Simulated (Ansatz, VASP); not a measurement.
## Two plane-wave programs on LiGaO4

```
Li Ga O
1.0
     3.16257    0.00000    0.00000
     0.00000    3.16257    0.00000
     0.00000    0.00000    5.69420
Li Ga O
1 1 4
Direct
  0.00000 0.00000 0.00000
  0.50000 0.50000 0.50000
  0.50000 0.00000 0.26434
  0.00000 0.50000 0.73566
  0.50000 0.00000 0.73566
  0.00000 0.50000 0.26434
```

Alike in both runs: functional PBE; k mesh 12 × 12 × 8; occupations gaussian, width 0.1 eV; no spin polarisation.

Ansatz relaxed the structure, and its values are those at the end. VASP's run is a single point on that final structure, the one shown.

|  | VASP | Ansatz |
| --- | --- | --- |
| version | VASP 6.6.1 | Ansatz 0.2.0 |
| potentials or method | VASP PAW PBE potentials, release 64 (Li_sv, Ga_d, O_h), cutoff 910 eV | scalar-relativistic, plane waves, PAW |
| valence electrons in the cell | 40 | 40 |

```tsv
	VASP	Ansatz	Ansatz less VASP
gap on the k mesh at the Fermi level (eV)	none	none	-
rms of the force components (eV/Å)	0.024	0.000	-0.0240
```

A gap of «none» marks a metal or a gap that the smearing closes. The functional is the same, so the differences come from potentials, cutoffs and numerics.

Noted on VASP's run: the cutoff is short for stress, so the pressure is rough.
